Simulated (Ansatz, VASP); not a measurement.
**One calculation of GaN, two programs**

```
CELL_PARAMETERS angstrom
0.00000 1.99250 1.93273
1.99250 0.00000 1.93273
1.99250 1.99250 0.00000
ATOMIC_POSITIONS crystal
Ga 0.50000 0.50000 0.50000
N 0.00000 0.00000 0.00000
```

Change from the starting cell: zz strain of -3 %, PAW files.

Alike in both runs: task electric field gradients; functional PBEsol; k mesh 13 × 13 × 13; occupations fermi-dirac, width 0.02 eV; no spin polarisation.

|  | VASP | Ansatz |
| --- | --- | --- |
| version | VASP 6.6.1 | Ansatz 0.2.0 |
| potentials or method | VASP PAW PBE potentials, release 64 (Ga_d, N) | PAW with Ansatz's default frozen-core files, scalar-relativistic |
| plane-wave cutoff (eV) | 520 | 420 |
| valence electrons in the cell | 18 | 18 |

VASP gave:

| Item | Value |
| --- | --- |
| gap on the k mesh at the Fermi level (eV) | 1.75 |
| pressure (GPa) | 75.5 |
| traceless stress, the component that is largest in VASP (GPa) | 11.91 |
| size of Vzz on the site where it differs most (V/Å²) | 0.6 |

**Question.** What did Ansatz give for the same quantities?

**Answer.** gap on the k mesh at the Fermi level (eV): 1.77; pressure (GPa): 74.6; traceless stress, the component that is largest in VASP (GPa): 12.12; size of Vzz on the site where it differs most (V/Å²): 1.0.

VASP's potentials were made for PBE, not for PBEsol. Both programs put the cell under a high pressure, so it lies far from rest at this level.

Noted on VASP's run: the cell as given lies far from equilibrium.
